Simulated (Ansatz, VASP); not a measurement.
**One calculation of ZnS, two programs**

```xyz
2
Lattice="0.0000 2.6937 2.6937 2.6937 0.0000 2.6937 2.6937 2.6937 0.0000" Properties=species:S:1:pos:R:3 pbc="T T T"
Zn    0.0000    0.0000    0.0000
S     4.0405    4.0405    4.0405
```

Alike in both runs: task relaxation of cell and atoms; functional r2SCAN; dispersion rVV10; k mesh 8 × 8 × 8; occupations gaussian, width 0.02 eV; no spin polarisation.

|  | VASP | Ansatz |
| --- | --- | --- |
| version | VASP 6.6.1 | Ansatz 0.2.0 |
| potentials or method | VASP PAW PBE potentials, release 64 (Zn, S), cutoff 550 eV | scalar-relativistic, plane waves, PAW |
| valence electrons in the cell | 18 | 18 |

|  | VASP | Ansatz | Ansatz less VASP |
| --- | --- | --- | --- |
| gap on the k mesh at the Fermi level, each at its own relaxed structure (eV) | 2.71 | 2.70 | -0.007 |
| relaxed volume (Å³/atom) | 19.36 | 19.34 | -0.022 |
| relaxed length of the cell vector where the two differ most in proportion (Å) | 3.797 | 3.796 | -0.0014 |

VASP's potentials were made for PBE, not for r2SCAN.
